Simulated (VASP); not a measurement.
# Pd (Fm-3m) in VASP: a series of runs, part 2 of 2

VASP 6.6.1. Earlier steps stand in the parts before.

### 3 Single point, PBEsol, non-collinear spin, zero start, spin-orbit coupling

INCAR reads:

```
SYSTEM = Pd
PREC     = Accurate       ! precision mode
ENCUT    = 520            ! plane-wave cutoff, eV
EDIFF    = 1E-6           ! SCF threshold, eV
ISMEAR   = -1             ! smearing method
SIGMA    = 0.1            ! smearing width, eV
LREAL    = .FALSE.        ! projectors in reciprocal space
LASPH    = .TRUE.         ! aspherical terms in the spheres
NELM     = 150            ! most SCF steps
ALGO     = Normal         ! electronic algorithm
ISIF     = 2              ! what is computed and relaxed
LWAVE    = .FALSE.        ! write WAVECAR
LCHARG   = .TRUE.         ! write CHGCAR
LNONCOLLINEAR= .TRUE.         ! non-collinear magnetism
MAGMOM   = 0 0 0          ! initial moments
LORBIT   = 11             ! projections on sites
LSORBIT  = .TRUE.         ! spin-orbit coupling
GGA_COMPAT= .FALSE.      
LORBMOM  = .TRUE.       
LMAXMIX  = 4              ! l up to which the mixer works
GGA      = PS             ! functional
LVHAR    = .TRUE.       
NBANDS   = 21             ! bands
```

KPOINTS reads:

```
Automatic mesh
0
G
  16 16 16
  0 0 0
```

POSCAR reads:

```
Pd
1.0
    0.0000000000      1.9393665449      1.9393665449
    1.9393665449      0.0000000000      1.9393665449
    1.9393665449      1.9393665449      0.0000000000
Pd
1
Direct
    0.0000000000      0.0000000000      0.0000000000
```

Potentials or basis: VASP PAW PBE potentials, release 64 (Pd).

Launch:

```console
$ cat potpaw_PBE.64/Pd/POTCAR > POTCAR
$ mpirun -np 1 vasp_ncl > vasp.out
```

OUTCAR:

```text
SYSTEM = Pd
   PREC = Accurate
   ENCUT = 520
   EDIFF = 1E-6
   ISMEAR = -1
   LREAL = .FALSE.
   LASPH = .TRUE.
   NELM = 150
   ISIF = 2
   LNONCOLLINEAR = .TRUE.
   LORBIT = 11
   LSORBIT = .TRUE.
   GGA = PS

 ion  position               nearest neighbor table
   1  0.000  0.000  0.000-

  LATTYP: Found a face centered cubic cell.
 ALAT       =     3.8787330898

  Lattice vectors:

 A1 = (   0.0000000000,   1.9393665449,   1.9393665449)
 A2 = (   1.9393665449,   0.0000000000,   1.9393665449)
 A3 = (   1.9393665449,   1.9393665449,   0.0000000000)

Analysis of symmetry for initial positions (statically):
=====================================================================
 Subroutine PRICEL returns:
 Original cell was already a primitive cell.

 Routine SETGRP: Setting up the symmetry group for a
 face centered cubic supercell.

 Subroutine GETGRP returns: Found 48 space group operations
 (whereof 48 operations were pure point group operations)
 out of a pool of 48 trial point group operations.

The static configuration has the point symmetry O_h .

Analysis of symmetry for dynamics (positions and initial velocities):
=====================================================================
 Subroutine PRICEL returns:
 Original cell was already a primitive cell.

 Routine SETGRP: Setting up the symmetry group for a
 face centered cubic supercell.

 Subroutine GETGRP returns: Found 48 space group operations
 (whereof 48 operations were pure point group operations)
 out of a pool of 48 trial point group operations.

The dynamic configuration has the point symmetry O_h .

Analysis of structural, dynamic, and magnetic symmetry:
=====================================================================
 Subroutine PRICEL returns:
 Original cell was already a primitive cell.

[... 746 lines left out ...]
  Total       -0.0138354     -0.0138354     -0.0138354      0.0000000      0.0000000     -0.0000000
  in kB       -1.5194767     -1.5194767     -1.5194767      0.0000000      0.0000000     -0.0000000
  external PRESSURE =      -1.5194767 kB  Pullay stress =       0.0000000 kB

 VOLUME and BASIS-vectors are now :
 -----------------------------------------------------------------------------
  energy-cutoff  :      520.00
  volume of cell :       14.59
      direct lattice vectors                 reciprocal lattice vectors
     0.000000000  1.939366545  1.939366545    -0.257816142  0.257816142  0.257816142
     1.939366545  0.000000000  1.939366545     0.257816142 -0.257816142  0.257816142
     1.939366545  1.939366545  0.000000000     0.257816142  0.257816142 -0.257816142

 POSITION                                       TOTAL-FORCE (eV/Angst)
 -----------------------------------------------------------------------------------
      0.00000      0.00000      0.00000        -0.000000     -0.000000      0.000000
 -----------------------------------------------------------------------------------
    total drift:                                0.000000      0.000000      0.000000

  FREE ENERGIE OF THE ION-ELECTRON SYSTEM (eV)
  ---------------------------------------------------
  free  energy   TOTEN  =        -6.0366258258 eV

  energy  without entropy=       -5.9754715407  energy(sigma->0) =       -6.00604868

 orbital moment (x)

 # of ion     p       d       tot
 ----------------------------------------
  1         0.000  -0.000  -0.000
 ----------------------------------------
            0.000  -0.000  -0.000

 orbital moment (y)

 # of ion     p       d       tot
 ----------------------------------------
  1        -0.000   0.000   0.000
 ----------------------------------------
           -0.000   0.000   0.000

 orbital moment (z)

 # of ion     p       d       tot
 ----------------------------------------
  1         0.000   0.000   0.000
 ----------------------------------------
            0.000   0.000   0.000

 Spin-Orbit-Coupling matrix elements

 Ion:    1  E_soc:     -0.0851765
 l=   1
     0.0000000    -0.0026142    -0.0026142
    -0.0026142     0.0000000    -0.0026142
    -0.0026142    -0.0026142     0.0000000
 l=   2
     0.0000000    -0.0022351     0.0000000    -0.0022351    -0.0093468
    -0.0022351     0.0000000    -0.0070101    -0.0022351    -0.0023367
     0.0000000    -0.0070101     0.0000000    -0.0070101     0.0000000
    -0.0022351    -0.0022351    -0.0070101     0.0000000    -0.0023367
    -0.0093468    -0.0023367     0.0000000    -0.0023367     0.0000000
 l=   3
     0.0000000     0.0000000     0.0000000     0.0000000     0.0000000     0.0000000     0.0000000
     0.0000000     0.0000000     0.0000000     0.0000000     0.0000000     0.0000000     0.0000000
     0.0000000     0.0000000     0.0000000     0.0000000     0.0000000     0.0000000     0.0000000
     0.0000000     0.0000000     0.0000000     0.0000000     0.0000000     0.0000000     0.0000000
     0.0000000     0.0000000     0.0000000     0.0000000     0.0000000     0.0000000     0.0000000
     0.0000000     0.0000000     0.0000000     0.0000000     0.0000000     0.0000000     0.0000000
     0.0000000     0.0000000     0.0000000     0.0000000     0.0000000     0.0000000     0.0000000

 total charge

# of ion       s       p       d       tot
------------------------------------------
    1        0.488   0.497   8.465   9.449

 magnetization (x)

# of ion       s       p       d       tot
------------------------------------------
    1       -0.000  -0.000   0.000  -0.000

 magnetization (y)

# of ion       s       p       d       tot
------------------------------------------
    1        0.000   0.000   0.000   0.000

 magnetization (z)

# of ion       s       p       d       tot
------------------------------------------
    1       -0.000  -0.000   0.000  -0.000
```

stdout:

```text
POSCAR found type information on POSCAR Pd
 POSCAR found :  1 types and       1 ions
 scaLAPACK will be used
 -----------------------------------------------------------------------------
|                                                                             |
|                                                                             |
|     You enforced a specific xc type in the INCAR file but a different       |
|     I HOPE YOU KNOW WHAT YOU ARE DOING!                                     |
|                                                                             |
 -----------------------------------------------------------------------------

 LDA part: xc-table for (Slater+PW92), standard interpolation
 POSCAR, INCAR and KPOINTS ok, starting setup
 FFT: planning ... GRIDC
 FFT: planning ... GRID_SOFT
 FFT: planning ... GRID
 WAVECAR not read
 entering main loop
```

It took 42 s on 1 thread of Intel Xeon Platinum 8488C (Sapphire Rapids), shared host; peak memory 0.2 GiB.

Results:

```
Free energy                                           : -6.0366 eV
Pressure                                              : -0.2 GPa
Net moment                                            : 0.00 μB per cell
Valence electrons inside the program's atomic spheres : Pd 9.45
```

Moments on the atoms (μB; x, y, z):
```
Pd  0.00 0.00 0.00
```

Caveat: the PAW data sets were made with another functional, which shifts forces and pressure a little.
